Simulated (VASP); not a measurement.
# S (I4/mmm) in VASP: single point with PBEsol+D3(BJ)

Aim: the single point of S with PBEsol+D3(BJ).

Everything below comes from runs of VASP 6.6.1. Logs are shortened: lines on timing, memory, paths and dates and some standing lists are left out, and cuts for length are marked.

### 1 The cell of the first run

The typed cell holds 2 atoms: a = 4.123 Å, b = 4.123 Å, c = 5.827 Å, α = 90.00°, β = 90.00°, γ = 90.00°.

### 2 Single point, PBEsol+D3(BJ)

INCAR

```
SYSTEM = S
  PREC = Accurate
  ENCUT = 520
  EDIFF = 1E-6
  ISMEAR = 0
  SIGMA = 0.1
  LREAL = .FALSE.
  LASPH = .TRUE.
  NELM = 80
  ALGO = Normal
  ISIF = 2
  LWAVE = .FALSE.
  LCHARG = .FALSE.
  GGA = PS
  IVDW = 12
  NBANDS = 13
```

KPOINTS

```
Automatic mesh
0
G
  4 4 3
  0 0 0
```

POSCAR

```
S
1.0
    4.1227010000      0.0000000000      0.0000000000
    0.0000000000      4.1227010000      0.0000000000
    0.0000000000      0.0000000000      5.8267790000
S
2
Direct
    0.0000000000      0.0000000000      0.5000000000
    0.5000000000      0.5000000000      0.0000000000
```

Potentials or basis: VASP PAW PBE potentials, release 64 (S).

Run with:

```
$ cat potpaw_PBE.64/S/POTCAR > POTCAR
$ mpirun -np 1 vasp_std > vasp.out
```

OUTCAR:

```text
SYSTEM = S
   PREC = Accurate
   ENCUT = 520
   EDIFF = 1E-6
   ISMEAR = 0
   LREAL = .FALSE.
   LASPH = .TRUE.
   NELM = 80
   ISIF = 2
   GGA = PS
   IVDW = 12
 IVDW          = 12

 ion  position               nearest neighbor table
   1  0.000  0.000  0.500-
   2  0.500  0.500  0.000-

  LATTYP: Found a simple tetragonal cell.
 ALAT       =     4.1227010000
 C/A-ratio  =     1.4133401864

  Lattice vectors:

 A1 = (   4.1227010000,   0.0000000000,   0.0000000000)
 A2 = (   0.0000000000,   4.1227010000,   0.0000000000)
 A3 = (   0.0000000000,   0.0000000000,   5.8267790000)

Analysis of symmetry for initial positions (statically):
=====================================================================
 Subroutine PRICEL returns following result:

  LATTYP: Found a body centered tetragonal cell.
 ALAT       =     4.1227010000
 C/A-ratio  =     1.4133401864

  Lattice vectors:

 A1 = (  -2.0613505000,  -2.0613505000,  -2.9133895000)
 A2 = (   2.0613505000,   2.0613505000,  -2.9133895000)
 A3 = (   2.0613505000,  -2.0613505000,   2.9133895000)

   2 primitive cells build up your supercell.

 Routine SETGRP: Setting up the symmetry group for a
 simple tetragonal supercell.

 Subroutine GETGRP returns: Found 16 space group operations
 (whereof 16 operations were pure point group operations)
 out of a pool of 16 trial point group operations.

The static configuration has the point symmetry D_4h.

Analysis of symmetry for dynamics (positions and initial velocities):
=====================================================================
 Subroutine PRICEL returns following result:

  LATTYP: Found a body centered tetragonal cell.
 ALAT       =     4.1227010000
 C/A-ratio  =     1.4133401864

  Lattice vectors:

 A1 = (  -2.0613505000,  -2.0613505000,  -2.9133895000)
 A2 = (   2.0613505000,   2.0613505000,  -2.9133895000)
 A3 = (   2.0613505000,  -2.0613505000,   2.9133895000)

   2 primitive cells build up your supercell.

 Routine SETGRP: Setting up the symmetry group for a
 simple tetragonal supercell.

 Subroutine GETGRP returns: Found 16 space group operations
 (whereof 16 operations were pure point group operations)
 out of a pool of 16 trial point group operations.

The dynamic configuration has the point symmetry D_4h.
[... 87 lines left out ...]
   NSW    =      0    number of steps for IOM
   IBRION =     -1    ionic relax: 0-MD 1-quasi-New 2-CG
   NFREE  =      0    steps in history (QN), initial steepest desc. (CG)
   ISIF   =      2    stress and relaxation
   ISYM   =      2    0-nonsym 1-usesym 2-fastsym
   POTIM  = 0.5000    time-step for ionic-motion
   TEBEG  =    0.0;   TEEND  =   0.0 temperature during run
   PSTRESS=    0.0 pullay stress
   NELECT =      12.0000    total number of electrons
   NUPDOWN=      -1.0000    fix difference up-down
   EMIN   =  10.00;   EMAX   =-10.00  energy-range for DOS
   EFERMI =   0.00;   METHOD = LEGACY
   ISMEAR =     0;   SIGMA  =   0.10  broadening in eV -4-tet -1-fermi 0-gaus
   EFERMI_NEDOS =   21; number of points for ismear=-14 and -15
   IALGO  =     38    algorithm
   IMIX   =      4    mixing-type and parameters
     AMIX     =   0.40;   BMIX     =  1.00
     AMIX_MAG =   1.60;   BMIX_MAG =  1.00
  volume/ion in A,a.u.               =      49.52       334.16
  Fermi-wavevector in a.u.,A,eV,Ry     =   0.810099  1.530864  8.928954  0.656260
  Thomas-Fermi vector in A             =   1.919211
   LORBIT       =      0    0 simple, 1 ext, 2 COOP (PROOUT), +10 PAW based schemes
   GGA     = PS    functional components
   LHFCALC =     F    Hartree Fock is set to
   AEXX    =    0.0000 exact exchange contribution
   IVDW    =    12    specifies the selected vdW correction
   LEPSILON=     F    determine dielectric tensor
   LRPA    =     F    only Hartree local field effects (RPA)
 non-spin polarized calculation
 Gauss-broadening in eV      SIGMA  =   0.10
  energy-cutoff  :      520.00
  volume of cell :       99.04
 maximum number of plane-waves:      2701
 NGX is ok and might be reduce to    32
   NGX = 15   NGY = 15   NGZ = 21

 number of electron      11.9999999 magnetization

 Free energy of the ion-electron system (eV)
  ---------------------------------------------------
  ext. energy  EPLUGINS =         0.00000000
  ---------------------------------------------------
  free energy    TOTEN  =        -2.02418807 eV

  energy without entropy =       -1.96989823  energy(sigma->0) =       -1.99704315

 E-fermi :  -2.8326     XC(G=0):  -6.4651

 val. band max:       -2.8564882605   @ k =   0.0000   0.0000   0.3333
 cond. band min:      -2.7928476035   @ k =   0.5000   0.2500   0.3333
 fundamental gap:      0.0636406570
 Fermi energy:        -2.8325677138

 k-point     1 :       0.0000    0.0000    0.0000
  band No.  band energies     occupation
      1     -13.7352      2.00000
      2     -13.3246      2.00000
      3      -4.0007      2.00000
      4      -2.9888      1.97284
      5      -2.9888      1.97284
      6      -2.4431      0.00000
      7      -2.4217      0.00000
      8      -2.4217      0.00000
      9       3.0839      0.00000
     10       4.5923      0.00000
     11       5.6448      0.00000
     12       8.3735      0.00000
     13       8.3805      0.00000
[... 162 lines left out ...]
  band No.  band energies     occupation
      1     -13.3236      2.00000
      2     -13.3236      2.00000
      3      -3.7676      2.00000
      4      -3.7676      2.00000
      5      -3.2740      2.00000
      6      -3.2740      2.00000
      7      -3.0745      1.99938
      8      -3.0745      1.99938
      9       5.3218      0.00000
     10       5.3218      0.00000
     11       6.3869      0.00000
     12       6.3869      0.00000
     13       8.0154      0.00000

------------------------ aborting loop because EDIFF is reached ----------------------------------------

 Edisp (eV)   -0.20379

 E8    (eV) :    -0.1185

  FORCE on cell =-STRESS in cart. coord.  units (eV):
  Direction    XX          YY          ZZ          XY          YZ          ZX
  --------------------------------------------------------------------------------------
  -------------------------------------------------------------------------------------
  Total      -3.76843    -3.76843    -3.62691     0.00000     0.00000    -0.00000
  in kB     -60.96468   -60.96468   -58.67523     0.00000     0.00000    -0.00000
  external pressure =      -60.20 kB  Pullay stress =        0.00 kB

 VOLUME and BASIS-vectors are now :
 -----------------------------------------------------------------------------
  energy-cutoff  :      520.00
  volume of cell :       99.04
      direct lattice vectors                 reciprocal lattice vectors
     4.122701000  0.000000000  0.000000000     0.242559429  0.000000000  0.000000000
     0.000000000  4.122701000  0.000000000     0.000000000  0.242559429  0.000000000
     0.000000000  0.000000000  5.826779000     0.000000000  0.000000000  0.171621405

 POSITION                                       TOTAL-FORCE (eV/Angst)
 -----------------------------------------------------------------------------------
      0.00000      0.00000      2.91339         0.000000      0.000000     -0.000000
      2.06135      2.06135      0.00000        -0.000000     -0.000000      0.000000
 -----------------------------------------------------------------------------------
    total drift:                                0.000000     -0.000000     -0.000000

  FREE ENERGIE OF THE ION-ELECTRON SYSTEM (eV)
  ---------------------------------------------------
  free  energy   TOTEN  =        -2.2279826914 eV

  energy  without entropy=       -2.1736928519  energy(sigma->0) =       -2.20083777
```

OSZICAR:

```text
N       E                     dE             d eps       ncg     rms          rms(c)
DAV:   1     0.552799459945E+02    0.55280E+02   -0.44404E+03   312   0.715E+02
DAV:   2     0.162900706748E+01   -0.53651E+02   -0.52407E+02   462   0.118E+02
DAV:   3    -0.199238747882E+01   -0.36214E+01   -0.34630E+01   412   0.333E+01
DAV:   4    -0.205820922444E+01   -0.65822E-01   -0.65698E-01   382   0.544E+00
DAV:   5    -0.205954556607E+01   -0.13363E-02   -0.13363E-02   417   0.803E-01    0.947E-01
DAV:   6    -0.202712486732E+01    0.32421E-01   -0.42960E-02   352   0.100E+00    0.459E-01
DAV:   7    -0.202260892077E+01    0.45159E-02   -0.23929E-02   397   0.766E-01    0.256E-01
DAV:   8    -0.202399510672E+01   -0.13862E-02   -0.10257E-03   372   0.179E-01    0.553E-02
DAV:   9    -0.202415718522E+01   -0.16208E-03   -0.94334E-05   377   0.600E-02    0.988E-03
DAV:  10    -0.202418247169E+01   -0.25286E-04   -0.13152E-05   362   0.227E-02    0.653E-03
DAV:  11    -0.202418783107E+01   -0.53594E-05   -0.64841E-06   347   0.146E-02    0.105E-03
DAV:  12    -0.202418807033E+01   -0.23925E-06   -0.90635E-08   301   0.170E-03
   1 F= -.22279827E+01 E0= -.22008378E+01  d E =-.542898E-01
```

stdout:

```text
POSCAR found type information on POSCAR S
 POSCAR found :  1 types and       2 ions
 scaLAPACK will be used
 -----------------------------------------------------------------------------
|                                                                             |
|                                                                             |
|     You enforced a specific xc type in the INCAR file but a different       |
|     I HOPE YOU KNOW WHAT YOU ARE DOING!                                     |
|                                                                             |
 -----------------------------------------------------------------------------

 LDA part: xc-table for (Slater+PW92), standard interpolation
 POSCAR, INCAR and KPOINTS ok, starting setup
 FFT: planning ... GRIDC
 FFT: planning ... GRID_SOFT
 FFT: planning ... GRID
 WAVECAR not read
 entering main loop
```

Run time: 10 s. Hardware: 1 thread of Intel Xeon Platinum 8488C (Sapphire Rapids), shared host; peak memory 0.2 GiB.

What came out:

```yaml
Free_energy: -2.2280 eV
Pressure: -6.0 GPa
Band_gap_on_the_k_mesh: zero (band 6 reaches -2.44 eV, above the bottom of band 7 at -3.07 eV)
Dispersion_energy_per_atom: -0.102 eV
```

Stress tensor (GPa, compression positive):
```
-6.10  0.00  0.00
 0.00 -6.10  0.00
 0.00  0.00 -5.87
```

Caveat: the k points lie up to 0.38 Å⁻¹ apart; the PAW data sets were made with another functional, which shifts forces and pressure a little.
